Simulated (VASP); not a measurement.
# CrI3 (Pm-3m) in VASP: single point with PBEsol

Aim: the single point of CrI3 with PBEsol.

Program: VASP 6.6.1. These are calculated values, not measurements. Logs are shortened: lines on timing, memory, paths and dates and some standing lists are left out, and cuts for length are marked.

## (1) The cell of the first run

It takes space group Pm-3m (No. 221, cubic). The conventional cell has a = 5.435 Å, b = 5.435 Å, c = 5.435 Å, α = 90.00°, β = 90.00°, γ = 90.00°. Within 3.6 Å of Cr (site symmetry m-3m) lie 6 I at 2.72 Å. I (site symmetry 4/mmm) has 2 Cr at 2.72 Å within 3.6 Å.

## (2) Single point, PBEsol, collinear spin, ferromagnetic start

POSCAR

```
CrI3
1.0
    5.4347299840      0.0000000000      0.0000000000
    0.0000000000      5.4347299840      0.0000000000
    0.0000000000      0.0000000000      5.4347299840
Cr I
1 3
Direct
    0.0000000000      0.0000000000      0.0000000000
    0.5000000000      0.0000000000      0.0000000000
    0.0000000000      0.0000000000      0.5000000000
    0.0000000000      0.5000000000      0.0000000000
```

INCAR.step1

```
PREC     = Accurate       # precision mode
ENCUT    = 520            # plane-wave cutoff, eV
EDIFF    = 1E-6           # SCF threshold, eV
ISMEAR   = 0              # smearing method
SIGMA    = 0.05           # smearing width, eV
LREAL    = False          # projectors in reciprocal space
LASPH    = True           # aspherical terms in the spheres
NELM     = 150            # most SCF steps
ALGO     = Normal         # electronic algorithm
ISIF     = 2              # what is computed and relaxed
LWAVE    = False          # write WAVECAR
LCHARG   = True           # write CHGCAR
ISPIN    = 2              # spin polarisation
MAGMOM   = 3.56 0 0 0     # initial moments
LMAXMIX  = 4              # l up to which the mixer works
GGA      = PS             # functional
NBANDS   = 28             # bands
```

KPOINTS.step1

```
Automatic mesh
0
Gamma
  6 6 6
```

INCAR.step2

```
PREC     = Accurate       # precision mode
ENCUT    = 520            # plane-wave cutoff, eV
EDIFF    = 1E-6           # SCF threshold, eV
ISMEAR   = -5             # smearing method
SIGMA    = 0.05           # smearing width, eV
LREAL    = False          # projectors in reciprocal space
LASPH    = True           # aspherical terms in the spheres
NELM     = 150            # most SCF steps
ALGO     = Normal         # electronic algorithm
ISIF     = 2              # what is computed and relaxed
LWAVE    = False          # write WAVECAR
LCHARG   = False          # write CHGCAR
ISPIN    = 2              # spin polarisation
MAGMOM   = 3.56 0 0 0     # initial moments
LORBIT   = 10             # projections on sites
LMAXMIX  = 4              # l up to which the mixer works
GGA      = PS             # functional
NEDOS    = 1001           # points of the DOS
ICHARG   = 11             # starting density
```

KPOINTS.step2

```
Automatic mesh
0
Gamma
  9 9 9
```

Potentials or basis: VASP PAW PBE potentials, release 64 (Cr_pv, I).

Command:

```
$ cat potpaw_PBE.64/Cr_pv/POTCAR potpaw_PBE.64/I/POTCAR > POTCAR
$ cp INCAR.step1 INCAR
$ cp KPOINTS.step1 KPOINTS
$ mpirun -np 1 vasp_std > vasp.out
$ cp INCAR.step2 INCAR
$ cp KPOINTS.step2 KPOINTS
$ mpirun -np 1 vasp_std > vasp.out
```

OUTCAR:

```text
PREC = Accurate
   ENCUT = 520
   EDIFF = 1E-6
   ISMEAR = -5
   LREAL = False
   LASPH = True
   NELM = 150
   ISIF = 2
   ISPIN = 2
   LORBIT = 10
   GGA = PS
   ICHARG = 11

 ion  position               nearest neighbor table
   1  0.000  0.000  0.000-   2 2.72   3 2.72   4 2.72   3 2.72   4 2.72   2 2.72
   2  0.500  0.000  0.000-   1 2.72   1 2.72
   3  0.000  0.000  0.500-   1 2.72   1 2.72
   4  0.000  0.500  0.000-   1 2.72   1 2.72

  LATTYP: Found a simple cubic cell.
 ALAT       =     5.4347299840

  Lattice vectors:

 A1 = (   5.4347299840,   0.0000000000,   0.0000000000)
 A2 = (   0.0000000000,   5.4347299840,   0.0000000000)
 A3 = (   0.0000000000,   0.0000000000,   5.4347299840)

Analysis of symmetry for initial positions (statically):
=====================================================================
 Subroutine PRICEL returns:
 Original cell was already a primitive cell.

 Routine SETGRP: Setting up the symmetry group for a
 simple cubic supercell.

 Subroutine GETGRP returns: Found 48 space group operations
 (whereof 48 operations were pure point group operations)
 out of a pool of 48 trial point group operations.

The static configuration has the point symmetry O_h .

Analysis of symmetry for dynamics (positions and initial velocities):
=====================================================================
 Subroutine PRICEL returns:
 Original cell was already a primitive cell.

 Routine SETGRP: Setting up the symmetry group for a
 simple cubic supercell.

 Subroutine GETGRP returns: Found 48 space group operations
 (whereof 48 operations were pure point group operations)
 out of a pool of 48 trial point group operations.

The dynamic configuration has the point symmetry O_h .

Analysis of structural, dynamic, and magnetic symmetry:
=====================================================================
 Subroutine PRICEL returns:
 Original cell was already a primitive cell.

 Routine SETGRP: Setting up the symmetry group for a
 simple cubic supercell.

 Subroutine GETGRP returns: Found 48 space group operations
 (whereof 48 operations were pure point group operations)
 out of a pool of 48 trial point group operations.

The overall configuration has the point symmetry O_h .

 Subroutine INISYM returns: Found 48 space group operations
 (whereof 48 operations are pure point group operations),
 and found     1 'primitive' translations

----------------------------------------------------------------------------------------

                                     Primitive cell

  volume of cell :     160.5218

  direct lattice vectors                    reciprocal lattice vectors
     5.434729984  0.000000000  0.000000000     0.184001782  0.000000000  0.000000000
     0.000000000  5.434729984  0.000000000     0.000000000  0.184001782  0.000000000
     0.000000000  0.000000000  5.434729984     0.000000000  0.000000000  0.184001782

  length of vectors
     5.434729984  5.434729984  5.434729984     0.184001782  0.184001782  0.184001782

  position of ions in fractional coordinates (direct lattice)
     0.000000000  0.000000000  0.000000000
     0.500000000  0.000000000  0.000000000
     0.000000000  0.000000000  0.500000000
     0.000000000  0.500000000  0.000000000

  ion indices of the primitive-cell ions
   primitive index   ion index
                 1           1
                 2           2
                 3           3
                 4           4

----------------------------------------------------------------------------------------

 KPOINTS: Automatic mesh

Automatic generation of k-mesh.
 Grid dimensions read from file:
 generate k-points for:    9    9    9

 Generating k-lattice:

  Cartesian coordinates                     Fractional coordinates (reciprocal lattice)
     0.020444642  0.000000000  0.000000000     0.111111111  0.000000000  0.000000000
     0.000000000  0.020444642  0.000000000     0.000000000  0.111111111  0.000000000
     0.000000000  0.000000000  0.020444642     0.000000000  0.000000000  0.111111111

  Length of vectors
     0.020444642  0.020444642  0.020444642

  Shift w.r.t. Gamma in fractional coordinates (k-lattice)
     0.000000000  0.000000000  0.000000000

 TETIRR: Found    353 inequivalent tetrahedra from     4374

 Subroutine IBZKPT returns following result:
 ===========================================

 Found     35 irreducible k-points:

 Following reciprocal coordinates:
            Coordinates               Weight
  0.000000  0.000000  0.000000      1.000000
  0.111111  0.000000  0.000000      6.000000
  0.222222  0.000000  0.000000      6.000000
  0.333333  0.000000  0.000000      6.000000
  0.444444  0.000000  0.000000      6.000000
  0.111111  0.111111  0.000000     12.000000
[... 16 lines left out ...]
  0.333333  0.333333  0.111111     24.000000
  0.444444  0.333333  0.111111     48.000000
 [... further k-points ...]
   k-points           NKPTS =     35   k-points in BZ     NKDIM =     35   number of bands    NBANDS=     22
   number of dos      NEDOS =   1001   number of ions     NIONS =      4
   total plane-waves  NPLWV =  64000
   dimension x,y,z NGX =    40 NGY =   40 NGZ =   40
   dimension x,y,z NGXF=    80 NGYF=   80 NGZF=   80
   ions per type =               1   3
   NGX,Y,Z   is equivalent  to a cutoff of  12.24, 12.24, 12.24 a.u.
   NGXF,Y,Z  is equivalent  to a cutoff of  24.47, 24.47, 24.47 a.u.
 SYSTEM =  unknown system
   PREC   = accura    normal or accurate (medium, high low for compatibility)
   ISTART =      0    job   : 0-new  1-cont  2-samecut
   ICHARG =     11    charge: 1-file 2-atom 10-const
   ISPIN  =      2    spin polarized calculation?
   LNONCOLLINEAR =      F non collinear calculations
   LSORBIT =      F    spin-orbit coupling
   LASPH  =      T    aspherical Exc in radial PAW
   ENCUT  =  520.0 eV  38.22 Ry    6.18 a.u.  10.10 10.10 10.10*2*pi/ulx,y,z
   NELM   =    150;   NELMIN=  2; NELMDL=  0     # of ELM steps
   EDIFF  = 0.1E-05   stopping-criterion for ELM
   LREAL  =      F    real-space projection
   EDIFFG = 0.1E-04   stopping-criterion for IOM
   NSW    =      0    number of steps for IOM
   IBRION =     -1    ionic relax: 0-MD 1-quasi-New 2-CG
   NFREE  =      0    steps in history (QN), initial steepest desc. (CG)
   ISIF   =      2    stress and relaxation
   ISYM   =      2    0-nonsym 1-usesym 2-fastsym
   POTIM  = 0.5000    time-step for ionic-motion
   TEBEG  =    0.0;   TEEND  =   0.0 temperature during run
   PSTRESS=    0.0 pullay stress
   NELECT =      33.0000    total number of electrons
   NUPDOWN=      -1.0000    fix difference up-down
   EMIN   =  10.00;   EMAX   =-10.00  energy-range for DOS
   EFERMI =   0.00;   METHOD = LEGACY
   ISMEAR =    -5;   SIGMA  =   0.05  broadening in eV -4-tet -1-fermi 0-gaus
   EFERMI_NEDOS =   21; number of points for ismear=-14 and -15
   IALGO  =     38    algorithm
   IMIX   =      4    mixing-type and parameters
     AMIX     =   0.40;   BMIX     =  1.00
     AMIX_MAG =   1.60;   BMIX_MAG =  1.00
  volume/ion in A,a.u.               =      40.13       270.81
  Fermi-wavevector in a.u.,A,eV,Ry     =   0.966203  1.825858 12.701683  0.933547
  Thomas-Fermi vector in A             =   2.095984
   LORBIT       =     10    0 simple, 1 ext, 2 COOP (PROOUT), +10 PAW based schemes
   GGA     = PS    functional components
   LHFCALC =     F    Hartree Fock is set to
   AEXX    =    0.0000 exact exchange contribution
   IVDW    =     0    specifies the selected vdW correction
   LEPSILON=     F    determine dielectric tensor
   LRPA    =     F    only Hartree local field effects (RPA)
 spin polarized calculation
 Fermi weights with tetrahedron method with Bloechl corrections
  energy-cutoff  :      520.00
  volume of cell :      160.52
 maximum number of plane-waves:      4385

 number of electron      32.9999979 magnetization       3.2393415

 Free energy of the ion-electron system (eV)
  ---------------------------------------------------
  ext. energy  EPLUGINS =         0.00000000
  ---------------------------------------------------
  free energy    TOTEN  =       -15.57735495 eV

  energy without entropy =      -15.57735495  energy(sigma->0) =      -15.57735495

 E-fermi :   1.9701     XC(G=0):  -7.8080

 val. band max:        2.0678842286   @ k =   0.1111   0.1111   0.1111
 cond. band min:       1.9443285022   @ k =   0.4444   0.3333   0.0000
 fundamental gap:     -0.1235557264
 Fermi energy:         1.9701017340

 spin component 1

 k-point     1 :       0.0000    0.0000    0.0000
  band No.  band energies     occupation
      1     -41.8188      1.00000
      2     -41.8188      1.00000
      3     -41.8188      1.00000
      4     -10.8828      1.00000
      5      -9.6757      1.00000
      6      -9.6757      1.00000
[... 14 lines left out ...]
     21       4.0108      0.00000
     22       6.7410      0.00000

 k-point     2 :       0.1111    0.0000    0.0000
  band No.  band energies     occupation
      1     -41.8188      1.00000
      2     -41.8188      1.00000
      3     -41.8187      1.00000
      4     -10.8532      1.00000
      5      -9.7034      1.00000
      6      -9.6745      1.00000
[... 542 lines left out ...]
 k-point    24 :       0.4444    0.3333    0.1111
  band No.  band energies     occupation
      1     -41.8187      1.00000
      2     -41.8185      1.00000
      3     -41.8184      1.00000
      4     -10.2967      1.00000
      5      -9.9736      1.00000
      6      -9.8433      1.00000
[... 14 lines left out ...]
     21       7.3370      0.00000
     22       8.1351      0.00000

 [... further k-points ...]

 spin component 2

 k-point     1 :       0.0000    0.0000    0.0000
  band No.  band energies     occupation
      1     -38.5297      1.00000
      2     -38.5297      1.00000
      3     -38.5297      1.00000
      4     -10.8942      1.00000
      5      -9.7234      1.00000
      6      -9.7234      1.00000
[... 14 lines left out ...]
     21       4.9867      0.00000
     22       6.8240      0.00000

 k-point     2 :       0.1111    0.0000    0.0000
  band No.  band energies     occupation
      1     -38.5297      1.00000
      2     -38.5297      1.00000
      3     -38.5296      1.00000
      4     -10.8655      1.00000
      5      -9.7517      1.00000
      6      -9.7222      1.00000
[... 542 lines left out ...]
 k-point    24 :       0.4444    0.3333    0.1111
  band No.  band energies     occupation
      1     -38.5296      1.00000
      2     -38.5294      1.00000
      3     -38.5293      1.00000
      4     -10.3277      1.00000
      5     -10.0274      1.00000
      6      -9.8939      1.00000
[... 14 lines left out ...]
     21       7.9304      0.00000
     22       8.3115      0.00000

 [... further k-points ...]

------------------------ aborting loop because EDIFF is reached ----------------------------------------

  FORCE on cell =-STRESS in cart. coord.  units (eV):
  Direction    XX          YY          ZZ          XY          YZ          ZX
  --------------------------------------------------------------------------------------
  -------------------------------------------------------------------------------------
  Total       -0.6501401     -0.6501401     -0.6501401      0.0000000     -0.0000000      0.0000000
  in kB       -6.4890877     -6.4890877     -6.4890877      0.0000000     -0.0000000      0.0000000
  external PRESSURE =      -6.4890877 kB  Pullay stress =       0.0000000 kB

 VOLUME and BASIS-vectors are now :
 -----------------------------------------------------------------------------
  energy-cutoff  :      520.00
  volume of cell :      160.52
      direct lattice vectors                 reciprocal lattice vectors
     5.434729984  0.000000000  0.000000000     0.184001782  0.000000000  0.000000000
     0.000000000  5.434729984  0.000000000     0.000000000  0.184001782  0.000000000
     0.000000000  0.000000000  5.434729984     0.000000000  0.000000000  0.184001782

 POSITION                                       TOTAL-FORCE (eV/Angst)
 -----------------------------------------------------------------------------------
      0.00000      0.00000      0.00000         0.000000      0.000000      0.000000
      2.71736      0.00000      0.00000         0.000000      0.000000      0.000000
      0.00000      0.00000      2.71736         0.000000      0.000000      0.000000
      0.00000      2.71736      0.00000         0.000000      0.000000      0.000000
 -----------------------------------------------------------------------------------
    total drift:                                0.000000     -0.000000     -0.000000

  FREE ENERGIE OF THE ION-ELECTRON SYSTEM (eV)
  ---------------------------------------------------
  free  energy   TOTEN  =       -15.5773549497 eV

  energy  without entropy=      -15.5773549497  energy(sigma->0) =      -15.57735495

 total charge

# of ion       s       p       d       tot
------------------------------------------
    1        0.222   6.177   4.118  10.517
    2        1.509   2.757   0.021   4.287
    3        1.509   2.757   0.021   4.287
    4        1.509   2.757   0.021   4.287
--------------------------------------------------
tot          4.749  14.448   4.179  23.377

 magnetization (x)

# of ion       s       p       d       tot
------------------------------------------
    1        0.029   0.017   3.226   3.272
    2        0.001  -0.073   0.007  -0.066
    3        0.001  -0.073   0.007  -0.066
    4        0.001  -0.073   0.007  -0.066
--------------------------------------------------
tot          0.031  -0.204   3.247   3.075
```

Run time: 7.9 min. Hardware: 1 thread of Intel Xeon 8259CL, shared host; peak memory 0.39 GiB.

Results:

| Item | Value |
| --- | --- |
| Net moment | 3.24 μB per cell |
| Site moments | Cr +3.27; I -0.07 μB |
| Valence electrons inside the program's atomic spheres | Cr 10.52; I 4.29 |

Caveat: the PAW data sets were made with another functional, which shifts forces and pressure a little; spin-orbit coupling is left out, which moves the levels of the heavy elements; semilocal functionals often make such compounds metallic where correlation or magnetic order opens a gap, which also shifts bond lengths.
